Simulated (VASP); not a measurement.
Here is a VASP 6.6.1 calculation.

The input INCAR:

```
ALGO = Normal ; DIPOL = 0.5 0.5 0.490
EDIFF = 1E-6 ; ENCUT = 520
GGA = PS ; GGA_COMPAT = F
IDIPOL = 3 ; ISIF = 2
ISMEAR = 0 ; LASPH = T
LCHARG = F ; LDIPOL = T
LREAL = F ; LWAVE = F
NBANDS = 41 ; NELM = 120
NELMDL = -8 ; PREC = Accurate
SIGMA = 0.1
```

File KPOINTS:

```
k-points
0
Gamma
  9 9 1
```

Contents of POSCAR:

```
Hf4PtC3
1.0
    3.2578677663      0.0000000000      0.0000000000
   -1.6289338832      2.8213962478      0.0000000000
    0.0000000000      0.0000000000     26.9801136769
Hf C Pt
4 3 1
Direct
    0.3333333333      0.6666666667      0.3150468564
    0.0000000000      0.0000000000      0.4136393948
    0.6666666667      0.3333333333      0.5097948354
    0.3333333333      0.6666666667      0.6076845676
    0.6666666667      0.3333333333      0.3643431256
    0.3333333333      0.6666666667      0.4631644864
    0.0000000000      0.0000000000      0.5628931166
    0.6666666667      0.3333333333      0.6800484600
```

Potentials or basis: VASP PAW PBE potentials, release 64 (Hf_pv, C, Pt).

Command:

```sh
$ cat potpaw_PBE.64/Hf_pv/POTCAR potpaw_PBE.64/C/POTCAR potpaw_PBE.64/Pt/POTCAR > POTCAR
$ mpirun -np 1 vasp_std > vasp.out
```

Question: Predict the largest force.

Answer: 1.705 eV/Å.

Question: Estimate the band gap on the k mesh.

Answer: Zero (bands 31 and 32 overlap by 0.68 eV).

Forces in eV/Å, atoms in the order of the input:
```
Hf   0.000  0.000  1.705
Hf   0.000  0.000 -0.096
Hf   0.000  0.000  0.009
Hf   0.000  0.000  0.067
C    0.000  0.000 -1.581
C    0.000  0.000 -0.014
C    0.000  0.000  0.004
Pt   0.000  0.000 -0.094
```

Caveat: the PAW data sets were made with another functional, which shifts forces and pressure a little; spin-orbit coupling is left out, which moves the levels of the heavy elements.
